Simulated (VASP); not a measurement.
# TaAs (I4_1md) in VASP: single point with PBE

Aim: the single point of TaAs with PBE.

All numbers are computed with VASP 6.6.1; they aren't measurements. Logs are shortened: lines on timing, memory, paths and dates and some standing lists are left out, and cuts for length are marked.

## (1) The cell of the first run

The structure is tetragonal, space group I4_1md (No. 109). The conventional cell has a = 3.444 Å, b = 3.444 Å, c = 11.736 Å, α = 90.00°, β = 90.00°, γ = 90.00°. Ta (site symmetry 2mm) has 6 As at 2.61 to 2.62 Å and 8 Ta at 3.40 to 3.44 Å within 3.5 Å. Within 3.5 Å of As (site symmetry 2mm) lie 6 Ta at 2.61 to 2.62 Å and 8 As at 3.40 to 3.44 Å.

## (2) Single point, PBE

Input file INCAR:

```
SYSTEM = TaAs
PREC = Accurate ; ENCUT = 500
EDIFF = 1E-6 ; ISMEAR = 0
SIGMA = 0.05 ; LREAL = .FALSE.
LASPH = .TRUE. ; NELM = 120
ALGO = Normal ; ISIF = 2
LWAVE = .FALSE. ; LCHARG = .FALSE.
GGA = PE ; NBANDS = 24
GGA_COMPAT = .FALSE.
```

Input file KPOINTS:

```
Automatic mesh
0
G
  16 16 16
  0 0 0
```

Input file POSCAR:

```
TaAs
1.0
   -1.7218133600      1.7218133600      5.8679415400
    1.7218133600     -1.7218133600      5.8679415400
    1.7218133600      1.7218133600     -5.8679415400
Ta As
2 2
Direct
    0.2499673000      0.7499673000      0.5000000000
    0.4999673000      0.4999673000      0.0000000000
    0.8326321200      0.3326321200      0.5000000000
    0.0826321200      0.0826321200      0.0000000000
```

Potentials or basis: VASP PAW PBE potentials, release 64 (Ta_pv, As).

On the command line:

```sh
cat potpaw_PBE.64/Ta_pv/POTCAR potpaw_PBE.64/As/POTCAR > POTCAR
mpirun -np 1 vasp_std > vasp.out
```

OUTCAR:

```text
SYSTEM = TaAs
   PREC = Accurate
   ENCUT = 500
   EDIFF = 1E-6
   ISMEAR = 0
   LREAL = .FALSE.
   LASPH = .TRUE.
   NELM = 120
   ISIF = 2
   GGA = PE

 ion  position               nearest neighbor table
   1  0.250  0.750  0.500-   4 2.61   4 2.61   3 2.62   3 2.62   3 2.62   3 2.62   2 3.40   2 3.40
                             2 3.40   2 3.40
   2  0.500  0.500  0.000-   3 2.61   3 2.61   4 2.62   4 2.62   4 2.62   4 2.62   1 3.40   1 3.40
                             1 3.40   1 3.40
   3  0.833  0.333  0.500-   2 2.61   2 2.61   1 2.62   1 2.62   1 2.62   1 2.62
   4  0.083  0.083  0.000-   1 2.61   1 2.61   2 2.62   2 2.62   2 2.62   2 2.62

  LATTYP: Found a body centered tetragonal cell.
 ALAT       =     3.4436267200
 C/A-ratio  =     3.4080009345

  Lattice vectors:

 A1 = (  -1.7218133600,   1.7218133600,   5.8679415400)
 A2 = (   1.7218133600,  -1.7218133600,   5.8679415400)
 A3 = (   1.7218133600,   1.7218133600,  -5.8679415400)

Analysis of symmetry for initial positions (statically):
=====================================================================
 Subroutine PRICEL returns:
 Original cell was already a primitive cell.

 Routine SETGRP: Setting up the symmetry group for a
 body centered tetragonal supercell.

 Subroutine GETGRP returns: Found  8 space group operations
 (whereof  4 operations were pure point group operations)
 out of a pool of 16 trial point group operations.

The static configuration has the point symmetry C_2v.
 The point group associated with its full space group is C_4v.

Analysis of symmetry for dynamics (positions and initial velocities):
=====================================================================
 Subroutine PRICEL returns:
 Original cell was already a primitive cell.

 Routine SETGRP: Setting up the symmetry group for a
 body centered tetragonal supercell.

 Subroutine GETGRP returns: Found  8 space group operations
 (whereof  4 operations were pure point group operations)
 out of a pool of 16 trial point group operations.

The dynamic configuration has the point symmetry C_2v.
 The point group associated with its full space group is C_4v.

 Subroutine INISYM returns: Found  8 space group operations
 (whereof  4 operations are pure point group operations),
 and found     1 'primitive' translations

----------------------------------------------------------------------------------------

                                     Primitive cell

  volume of cell :      69.5854

  direct lattice vectors                    reciprocal lattice vectors
    -1.721813360  1.721813360  5.867941540     0.000000000  0.290391521  0.085208756
     1.721813360 -1.721813360  5.867941540     0.290391521  0.000000000  0.085208756
     1.721813360  1.721813360 -5.867941540     0.290391521  0.290391521  0.000000000

  length of vectors
     6.353111081  6.353111081  6.353111081     0.302634710  0.302634710  0.410675627

  position of ions in fractional coordinates (direct lattice)
     0.249967300  0.749967300  0.500000000
     0.499967300  0.499967300  0.000000000
     0.832632120  0.332632120  0.500000000
     0.082632120  0.082632120  0.000000000

  ion indices of the primitive-cell ions
   primitive index   ion index
                 1           1
                 2           2
                 3           3
                 4           4

----------------------------------------------------------------------------------------

 KPOINTS: Automatic mesh

Automatic generation of k-mesh.
 Grid dimensions read from file:
 generate k-points for:   16   16   16

 Generating k-lattice:

  Cartesian coordinates                     Fractional coordinates (reciprocal lattice)
     0.000000000  0.018149470  0.005325547     0.062500000  0.000000000 -0.000000000
     0.018149470  0.000000000  0.005325547     0.000000000  0.062500000 -0.000000000
     0.018149470  0.018149470  0.000000000     0.000000000  0.000000000  0.062500000

  Length of vectors
     0.018914669  0.018914669  0.025667227

  Shift w.r.t. Gamma in fractional coordinates (k-lattice)
     0.000000000  0.000000000  0.000000000

 Subroutine IBZKPT returns following result:
 ===========================================

 Found    349 irreducible k-points:

 Following reciprocal coordinates:
            Coordinates               Weight
  0.000000  0.000000  0.000000      1.000000
  0.062500  0.000000 -0.000000      8.000000
  0.125000  0.000000 -0.000000      8.000000
  0.187500  0.000000 -0.000000      8.000000
  0.250000  0.000000 -0.000000      8.000000
  0.312500  0.000000  0.000000      8.000000
[... 16 lines left out ...]
 -0.125000  0.062500  0.000000     16.000000
 -0.062500  0.062500  0.000000      4.000000
 [... further k-points ...]
   k-points           NKPTS =    349   k-points in BZ     NKDIM =    349   number of bands    NBANDS=     24
   number of dos      NEDOS =    301   number of ions     NIONS =      4
   total plane-waves  NPLWV = 110592
   dimension x,y,z NGX =    48 NGY =   48 NGZ =   48
   dimension x,y,z NGXF=    96 NGYF=   96 NGZF=   96
   ions per type =               2   2
   NGX,Y,Z   is equivalent  to a cutoff of  12.56, 12.56, 12.56 a.u.
   NGXF,Y,Z  is equivalent  to a cutoff of  25.12, 25.12, 25.12 a.u.
 SYSTEM =  TaAs
   PREC   = accura    normal or accurate (medium, high low for compatibility)
   ISTART =      0    job   : 0-new  1-cont  2-samecut
   ICHARG =      2    charge: 1-file 2-atom 10-const
   ISPIN  =      1    spin polarized calculation?
   LNONCOLLINEAR =      F non collinear calculations
   LSORBIT =      F    spin-orbit coupling
   LASPH  =      T    aspherical Exc in radial PAW
   ENCUT  =  500.0 eV  36.75 Ry    6.06 a.u.  11.58 11.58 11.58*2*pi/ulx,y,z
   NELM   =    120;   NELMIN=  2; NELMDL= -5     # of ELM steps
   EDIFF  = 0.1E-05   stopping-criterion for ELM
   LREAL  =      F    real-space projection
   EDIFFG = 0.1E-04   stopping-criterion for IOM
   NSW    =      0    number of steps for IOM
   IBRION =     -1    ionic relax: 0-MD 1-quasi-New 2-CG
   NFREE  =      0    steps in history (QN), initial steepest desc. (CG)
   ISIF   =      2    stress and relaxation
   ISYM   =      2    0-nonsym 1-usesym 2-fastsym
   POTIM  = 0.5000    time-step for ionic-motion
   TEBEG  =    0.0;   TEEND  =   0.0 temperature during run
   PSTRESS=    0.0 pullay stress
   NELECT =      32.0000    total number of electrons
   NUPDOWN=      -1.0000    fix difference up-down
   EMIN   =  10.00;   EMAX   =-10.00  energy-range for DOS
   EFERMI =   0.00;   METHOD = LEGACY
   ISMEAR =     0;   SIGMA  =   0.05  broadening in eV -4-tet -1-fermi 0-gaus
   EFERMI_NEDOS =   21; number of points for ismear=-14 and -15
   IALGO  =     38    algorithm
   IMIX   =      4    mixing-type and parameters
     AMIX     =   0.40;   BMIX     =  1.00
     AMIX_MAG =   1.60;   BMIX_MAG =  1.00
  volume/ion in A,a.u.               =      17.40       117.40
  Fermi-wavevector in a.u.,A,eV,Ry     =   1.263627  2.387909 21.725142  1.596753
  Thomas-Fermi vector in A             =   2.396974
   LORBIT       =      0    0 simple, 1 ext, 2 COOP (PROOUT), +10 PAW based schemes
   GGA     = PE    functional components
   LHFCALC =     F    Hartree Fock is set to
   AEXX    =    0.0000 exact exchange contribution
   IVDW    =     0    specifies the selected vdW correction
   LEPSILON=     F    determine dielectric tensor
   LRPA    =     F    only Hartree local field effects (RPA)
 non-spin polarized calculation
 Gauss-broadening in eV      SIGMA  =   0.05
  energy-cutoff  :      500.00
  volume of cell :       69.59
 maximum number of plane-waves:      1788
   NGX = 23   NGY = 23   NGZ = 23

 number of electron      32.0000002 magnetization

 Free energy of the ion-electron system (eV)
  ---------------------------------------------------
  ext. energy  EPLUGINS =         0.00000000
  ---------------------------------------------------
  free energy    TOTEN  =       -35.10814642 eV

  energy without entropy =      -35.10767847  energy(sigma->0) =      -35.10791244

 E-fermi :   6.9901     XC(G=0): -11.9088

 val. band max:        6.9857365823   @ k =  -0.2500   0.2500   0.2500
 cond. band min:       6.9959426983   @ k =  -0.3125   0.4375   0.3125
 fundamental gap:      0.0102061160
 Fermi energy:         6.9901046358

 k-point     1 :       0.0000    0.0000    0.0000
  band No.  band energies     occupation
      1     -28.0084      2.00000
      2     -27.9643      2.00000
      3     -27.9643      2.00000
      4     -27.8173      2.00000
      5     -27.8173      2.00000
      6     -27.7722      2.00000
[... 16 lines left out ...]
     23      11.0730      0.00000
     24      11.0737      0.00000

 k-point     2 :       0.0625    0.0000   -0.0000
  band No.  band energies     occupation
      1     -28.0068      2.00000
      2     -27.9699      2.00000
      3     -27.9638      2.00000
      4     -27.8233      2.00000
      5     -27.8166      2.00000
      6     -27.7726      2.00000
[... 16 lines left out ...]
     23      10.7131      0.00000
     24      11.2659      0.00000

 k-point     3 :       0.1250    0.0000   -0.0000
  band No.  band energies     occupation
      1     -28.0059      2.00000
      2     -27.9820      2.00000
      3     -27.9622      2.00000
      4     -27.8400      2.00000
      5     -27.8146      2.00000
      6     -27.7745      2.00000
[... 16 lines left out ...]
     23      10.9091      0.00000
     24      11.7581      0.00000

 k-point     4 :       0.1875    0.0000   -0.0000
  band No.  band energies     occupation
      1     -28.0231      2.00000
      2     -27.9813      2.00000
      3     -27.9597      2.00000
      4     -27.8639      2.00000
      5     -27.8117      2.00000
      6     -27.7786      2.00000
[... 16 lines left out ...]
     23      11.2394      0.00000
     24      12.3835      0.00000

 k-point     5 :       0.2500    0.0000   -0.0000
  band No.  band energies     occupation
      1     -28.0528      2.00000
      2     -27.9709      2.00000
      3     -27.9569      2.00000
      4     -27.8903      2.00000
      5     -27.8083      2.00000
      6     -27.7847      2.00000
[... 16 lines left out ...]
     23      11.4821      0.00000
     24      12.9759      0.00000

 k-point     6 :       0.3125    0.0000    0.0000
  band No.  band energies     occupation
      1     -28.0837      2.00000
      2     -27.9620      2.00000
      3     -27.9540      2.00000
      4     -27.9122      2.00000
      5     -27.8048      2.00000
      6     -27.7925      2.00000
[... 16 lines left out ...]
     23      11.4682      0.00000
     24      13.1670      0.00000
[... 379 lines left out ...]
 k-point    21 :      -0.2500    0.0625    0.0000
  band No.  band energies     occupation
      1     -28.0519      2.00000
      2     -27.9744      2.00000
      3     -27.9603      2.00000
      4     -27.8901      2.00000
      5     -27.8145      2.00000
      6     -27.7811      2.00000
[... 16 lines left out ...]
     23      11.7343      0.00000
     24      12.5931      0.00000

 k-point    22 :      -0.1875    0.0625    0.0000
  band No.  band energies     occupation
      1     -28.0225      2.00000
      2     -27.9832      2.00000
      3     -27.9642      2.00000
      4     -27.8635      2.00000
      5     -27.8178      2.00000
      6     -27.7758      2.00000
[... 16 lines left out ...]
     23      11.4987      0.00000
     24      12.0078      0.00000

 k-point    23 :      -0.1250    0.0625    0.0000
  band No.  band energies     occupation
      1     -28.0059      2.00000
      2     -27.9822      2.00000
      3     -27.9671      2.00000
      4     -27.8395      2.00000
      5     -27.8207      2.00000
      6     -27.7727      2.00000
[... 16 lines left out ...]
     23      11.1355      0.00000
     24      11.4180      0.00000

 k-point    24 :      -0.0625    0.0625    0.0000
  band No.  band energies     occupation
      1     -28.0063      2.00000
      2     -27.9704      2.00000
      3     -27.9681      2.00000
      4     -27.8235      2.00000
      5     -27.8219      2.00000
      6     -27.7719      2.00000
[... 16 lines left out ...]
     23      10.8994      0.00000
     24      10.9559      0.00000

 [... further k-points ...]

------------------------ aborting loop because EDIFF is reached ----------------------------------------

  FORCE on cell =-STRESS in cart. coord.  units (eV):
  Direction    XX          YY          ZZ          XY          YZ          ZX
  --------------------------------------------------------------------------------------
  -------------------------------------------------------------------------------------
  Total        1.2866964      1.2866964      0.7789970      0.0000000      0.0000000      0.0000000
  in kB       29.6257086     29.6257086     17.9361184      0.0000000      0.0000000      0.0000000
  external PRESSURE =      25.7291785 kB  Pullay stress =       0.0000000 kB

 VOLUME and BASIS-vectors are now :
 -----------------------------------------------------------------------------
  energy-cutoff  :      500.00
  volume of cell :       69.59
      direct lattice vectors                 reciprocal lattice vectors
    -1.721813360  1.721813360  5.867941540     0.000000000  0.290391521  0.085208756
     1.721813360 -1.721813360  5.867941540     0.290391521  0.000000000  0.085208756
     1.721813360  1.721813360 -5.867941540     0.290391521  0.290391521  0.000000000

 POSITION                                       TOTAL-FORCE (eV/Angst)
 -----------------------------------------------------------------------------------
      1.72181      0.00000      2.93359         0.000000     -0.000000      0.024902
      0.00000      0.00000      5.86756        -0.000000      0.000000      0.024902
     -0.00000      1.72181      3.90373        -0.000000     -0.000000     -0.024902
      0.00000      0.00000      0.96976         0.000000      0.000000     -0.024902
 -----------------------------------------------------------------------------------
    total drift:                                0.000000      0.000000      0.000231

  FREE ENERGIE OF THE ION-ELECTRON SYSTEM (eV)
  ---------------------------------------------------
  free  energy   TOTEN  =       -35.1081464237 eV

  energy  without entropy=      -35.1076784659  energy(sigma->0) =      -35.10791244
```

Wall time 17 min (1 thread of Intel Xeon Platinum 8259CL at 2.50GHz (Skylake/Cascade Lake), shared host); peak memory 0.7 GiB.

Results:

```
Free energy            : -35.1081 eV
Pressure               : 2.6 GPa
Largest force          : 0.025 eV/Å
Band gap on the k mesh : zero (bands 16 and 17 overlap by 0.08 eV)
```

Forces on the atoms (eV/Å):
```
Ta   0.000  0.000  0.025
Ta   0.000  0.000  0.025
As   0.000  0.000 -0.025
As   0.000  0.000 -0.025
```

Stress tensor (GPa, compression positive):
```
2.96 0.00 0.00
0.00 2.96 0.00
0.00 0.00 1.79
```

Caveat: spin-orbit coupling is left out, which moves the levels of the heavy elements.
